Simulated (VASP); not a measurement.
# Sn2F (Fm-3m) in VASP: notebook

Sn2F is run at these levels: PBE; tasks: single point.

All numbers are computed with VASP 6.6.1; they aren't measurements. Logs are shortened: lines on timing, memory, paths and dates and some standing lists are left out, and cuts for length are marked.

## (1) The cell of the first run

It takes space group Fm-3m (No. 225, cubic). Conventional cell: a = 6.554 Å, b = 6.554 Å, c = 6.554 Å, α = 90.00°, β = 90.00°, γ = 90.00°. Sn (site symmetry -43m) has 4 F at 2.84 Å and 6 Sn at 3.28 Å within 3.7 Å. F (site symmetry m-3m) has 8 Sn at 2.84 Å within 3.7 Å.

## (2) Single point, PBE

INCAR

```
PREC     = Accurate       # precision mode
ENCUT    = 520            # plane-wave cutoff, eV
EDIFF    = 1E-6           # SCF threshold, eV
ISMEAR   = 0              # smearing method
SIGMA    = 0.1            # smearing width, eV
LREAL    = False          # projectors in reciprocal space
LASPH    = True           # aspherical terms in the spheres
NELM     = 60             # most SCF steps
ALGO     = Normal         # electronic algorithm
ISIF     = 2              # what is computed and relaxed
LWAVE    = False          # write WAVECAR
LCHARG   = False          # write CHGCAR
GGA      = PE             # functional
NBANDS   = 24             # bands
```

KPOINTS

```
regular mesh
0
Gamma
  4 4 4
```

POSCAR

```
Sn2F
1.0
    0.0000000000      3.2771969044      3.2771969044
    3.2771969044      0.0000000000      3.2771969044
    3.2771969044      3.2771969044      0.0000000000
Sn F
2 1
Direct
    0.2500000000      0.2500000000      0.2500000000
    0.7500000000      0.7500000000      0.7500000000
    0.5000000000      0.5000000000      0.5000000000
```

Potentials or basis: VASP PAW PBE potentials, release 64 (Sn_d, F).

The run is started by

```
$ cat potpaw_PBE.64/Sn_d/POTCAR potpaw_PBE.64/F/POTCAR > POTCAR
$ mpirun -np 1 vasp_std > vasp.out
```

OUTCAR:

```text
PREC = Accurate
   ENCUT = 520
   EDIFF = 1E-6
   ISMEAR = 0
   LREAL = False
   LASPH = True
   NELM = 60
   ISIF = 2
   GGA = PE

 ion  position               nearest neighbor table
   1  0.250  0.250  0.250-   2 3.28   2 3.28   2 3.28   2 3.28   2 3.28   2 3.28
   2  0.750  0.750  0.750-   1 3.28   1 3.28   1 3.28   1 3.28   1 3.28   1 3.28
   3  0.500  0.500  0.500-

  LATTYP: Found a face centered cubic cell.
 ALAT       =     6.5543938088

  Lattice vectors:

 A1 = (   0.0000000000,   3.2771969044,   3.2771969044)
 A2 = (   3.2771969044,   0.0000000000,   3.2771969044)
 A3 = (   3.2771969044,   3.2771969044,   0.0000000000)

Analysis of symmetry for initial positions (statically):
=====================================================================
 Subroutine PRICEL returns:
 Original cell was already a primitive cell.

 Routine SETGRP: Setting up the symmetry group for a
 face centered cubic supercell.

 Subroutine GETGRP returns: Found 48 space group operations
 (whereof 48 operations were pure point group operations)
 out of a pool of 48 trial point group operations.

The static configuration has the point symmetry O_h .

Analysis of symmetry for dynamics (positions and initial velocities):
=====================================================================
 Subroutine PRICEL returns:
 Original cell was already a primitive cell.

 Routine SETGRP: Setting up the symmetry group for a
 face centered cubic supercell.

 Subroutine GETGRP returns: Found 48 space group operations
 (whereof 48 operations were pure point group operations)
 out of a pool of 48 trial point group operations.

The dynamic configuration has the point symmetry O_h .

 Subroutine INISYM returns: Found 48 space group operations
 (whereof 48 operations are pure point group operations),
 and found     1 'primitive' translations

----------------------------------------------------------------------------------------

                                     Primitive cell

  volume of cell :      70.3943

  direct lattice vectors                    reciprocal lattice vectors
     0.000000000  3.277196904  3.277196904    -0.152569411  0.152569411  0.152569411
     3.277196904  0.000000000  3.277196904     0.152569411 -0.152569411  0.152569411
     3.277196904  3.277196904  0.000000000     0.152569411  0.152569411 -0.152569411
[... 65 lines left out ...]
   LSORBIT =      F    spin-orbit coupling
   LASPH  =      T    aspherical Exc in radial PAW
   ENCUT  =  520.0 eV  38.22 Ry    6.18 a.u.   8.62  8.62  8.62*2*pi/ulx,y,z
   NELM   =     60;   NELMIN=  2; NELMDL= -5     # of ELM steps
   EDIFF  = 0.1E-05   stopping-criterion for ELM
   LREAL  =      F    real-space projection
   EDIFFG = 0.1E-04   stopping-criterion for IOM
   NSW    =      0    number of steps for IOM
   IBRION =     -1    ionic relax: 0-MD 1-quasi-New 2-CG
   NFREE  =      0    steps in history (QN), initial steepest desc. (CG)
   ISIF   =      2    stress and relaxation
   ISYM   =      2    0-nonsym 1-usesym 2-fastsym
   POTIM  = 0.5000    time-step for ionic-motion
   TEBEG  =    0.0;   TEEND  =   0.0 temperature during run
   PSTRESS=    0.0 pullay stress
   NELECT =      35.0000    total number of electrons
   NUPDOWN=      -1.0000    fix difference up-down
   EMIN   =  10.00;   EMAX   =-10.00  energy-range for DOS
   EFERMI =   0.00;   METHOD = LEGACY
   ISMEAR =     0;   SIGMA  =   0.10  broadening in eV -4-tet -1-fermi 0-gaus
   EFERMI_NEDOS =   21; number of points for ismear=-14 and -15
   IALGO  =     38    algorithm
   IMIX   =      4    mixing-type and parameters
     AMIX     =   0.40;   BMIX     =  1.00
     AMIX_MAG =   1.60;   BMIX_MAG =  1.00
  volume/ion in A,a.u.               =      23.46       158.35
  Fermi-wavevector in a.u.,A,eV,Ry     =   1.296935  2.450852 22.885560  1.682041
  Thomas-Fermi vector in A             =   2.428360
   LORBIT       =      0    0 simple, 1 ext, 2 COOP (PROOUT), +10 PAW based schemes
   GGA     = PE    functional components
   LHFCALC =     F    Hartree Fock is set to
   AEXX    =    0.0000 exact exchange contribution
   IVDW    =     0    specifies the selected vdW correction
   LEPSILON=     F    determine dielectric tensor
   LRPA    =     F    only Hartree local field effects (RPA)
 non-spin polarized calculation
 Gauss-broadening in eV      SIGMA  =   0.10
  energy-cutoff  :      520.00
  volume of cell :       70.39
 maximum number of plane-waves:      1924
 NGX is ok and might be reduce to    36
   NGX = 17   NGY = 17   NGZ = 17

 number of electron      34.9999977 magnetization

 Free energy of the ion-electron system (eV)
  ---------------------------------------------------
  ext. energy  EPLUGINS =         0.00000000
  ---------------------------------------------------
  free energy    TOTEN  =       -10.97235344 eV

  energy without entropy =      -10.94414646  energy(sigma->0) =      -10.95824995

 E-fermi :   6.0270     XC(G=0):  -9.7911

 val. band max:        5.9616816704   @ k =   0.5000   0.2500   0.0000
 cond. band min:       6.0923430166   @ k =   0.5000   0.2500   0.0000
 fundamental gap:      0.1306613462
 Fermi energy:         6.0270180725

 k-point     1 :       0.0000    0.0000    0.0000
  band No.  band energies     occupation
      1     -16.7896      2.00000
      2     -15.7883      2.00000
      3     -15.7883      2.00000
      4     -15.6878      2.00000
      5     -15.6878      2.00000
      6     -15.6878      2.00000
[... 205 lines left out ...]
     23      12.9574      0.00000
     24      14.0065      0.00000

------------------------ aborting loop because EDIFF is reached ----------------------------------------

  FORCE on cell =-STRESS in cart. coord.  units (eV):
  Direction    XX          YY          ZZ          XY          YZ          ZX
  --------------------------------------------------------------------------------------
  -------------------------------------------------------------------------------------
  Total       -0.1142707     -0.1142707     -0.1142707     -0.0000000     -0.0000000      0.0000000
  in kB       -2.6008056     -2.6008056     -2.6008056     -0.0000000     -0.0000000      0.0000000
  external PRESSURE =      -2.6008056 kB  Pullay stress =       0.0000000 kB

 VOLUME and BASIS-vectors are now :
 -----------------------------------------------------------------------------
  energy-cutoff  :      520.00
  volume of cell :       70.39
      direct lattice vectors                 reciprocal lattice vectors
     0.000000000  3.277196904  3.277196904    -0.152569411  0.152569411  0.152569411
     3.277196904  0.000000000  3.277196904     0.152569411 -0.152569411  0.152569411
     3.277196904  3.277196904  0.000000000     0.152569411  0.152569411 -0.152569411

 POSITION                                       TOTAL-FORCE (eV/Angst)
 -----------------------------------------------------------------------------------
      1.63860      1.63860      1.63860         0.000000      0.000000      0.000000
      4.91580      4.91580      4.91580         0.000000     -0.000000     -0.000000
      3.27720      3.27720      3.27720        -0.000000     -0.000000     -0.000000
 -----------------------------------------------------------------------------------
    total drift:                                0.000000      0.000000      0.000000

  FREE ENERGIE OF THE ION-ELECTRON SYSTEM (eV)
  ---------------------------------------------------
  free  energy   TOTEN  =       -10.9723534422 eV

  energy  without entropy=      -10.9441464607  energy(sigma->0) =      -10.95824995
```

stdout:

```text
POSCAR found type information on POSCAR SnF
 POSCAR found :  2 types and       3 ions
 scaLAPACK will be used
 LDA part: xc-table for (Slater+PW92), standard interpolation
 POSCAR, INCAR and KPOINTS ok, starting setup
 FFT: planning ... GRIDC
 FFT: planning ... GRID_SOFT
 FFT: planning ... GRID
 WAVECAR not read
 entering main loop
```

Wall time 18 s (1 thread of AMD EPYC 7R43 (Zen 3), shared host); peak memory 0.17 GiB.

What came out:

```
Free energy : -10.9724 eV
Pressure    : -0.3 GPa
```

Levels at points of the mesh, in eV from the Fermi level:
```tsv
k point	band 14	band 15	band 16	band 17	band 18	band 19	band 20	band 21	band 22	band 23
(0.00, 0.00, 0.00)	-4.61	-4.61	-2.60	-0.17	-0.17	-0.17	4.50	4.50	4.50	7.50
(0.50, 0.00, 0.00)	-4.82	-4.82	-3.11	0.74	0.74	1.48	2.14	2.14	2.80	9.16
(0.50, 0.50, 0.00)	-5.26	-5.22	-3.18	-3.11	-0.19	-0.19	4.64	6.08	6.08	8.06
```

Caveat: the k points lie up to 0.42 Å⁻¹ apart; spin-orbit coupling is left out, which moves the levels of the heavy elements; an odd number of electrons without spin polarisation forces a metal; a magnetic or distorted state may lie lower.

## (3) Single point, PBE

This run uses another cell than the first one, of 24.18 Å³/atom, 1.030 times its volume.

INCAR

```
  PREC = Accurate
  ENCUT = 520
  EDIFF = 1E-7
  ISMEAR = 0
  SIGMA = 0.1
  LREAL = F
  LASPH = T
  NELM = 80
  ALGO = Normal
  ISIF = 2
  LWAVE = F
  LCHARG = F
  GGA = PE
  NBANDS = 24
```

KPOINTS

```
Automatic mesh
0
Gamma
  4 4 4
```

POSCAR

```
Sn2F
1.0
    0.0000000000      3.3101070400      3.3101070400
    3.3101070400      0.0000000000      3.3101070400
    3.3101070400      3.3101070400      0.0000000000
Sn F
2 1
Direct
    0.2500000000      0.2500000000      0.2500000000
    0.7500000000      0.7500000000      0.7500000000
    0.5000000000      0.5000000000      0.5000000000
```

Potentials or basis: VASP PAW PBE potentials, release 64 (Sn_d, F).

The run is started by

```
$ cat potpaw_PBE.64/Sn_d/POTCAR potpaw_PBE.64/F/POTCAR > POTCAR
$ mpirun -np 1 vasp_std > vasp.out
```

It took 19 s on 1 thread of AMD EPYC 7R43 (Zen 3), shared host; peak memory 0.17 GiB.

It converged, with:

* Free energy: -10.9622 eV
* Pressure: -1.5 GPa

Levels at points of the mesh, in eV from the Fermi level:
| k point | band 15 | band 16 | band 17 | band 18 | band 19 | band 20 | band 21 | band 22 |
| --- | --- | --- | --- | --- | --- | --- | --- | --- |
| (0.00, 0.00, 0.00) | -4.47 | -2.78 | -0.15 | -0.15 | -0.15 | 4.40 | 4.40 | 4.40 |
| (0.50, 0.00, 0.00) | -4.66 | -3.07 | 0.75 | 0.75 | 1.42 | 2.08 | 2.08 | 2.66 |
| (0.50, 0.50, 0.00) | -5.09 | -3.07 | -3.06 | -0.19 | -0.19 | 4.62 | 5.90 | 5.90 |

Caveat: the k points lie up to 0.41 Å⁻¹ apart; spin-orbit coupling is left out, which moves the levels of the heavy elements; an odd number of electrons without spin polarisation forces a metal; a magnetic or distorted state may lie lower.
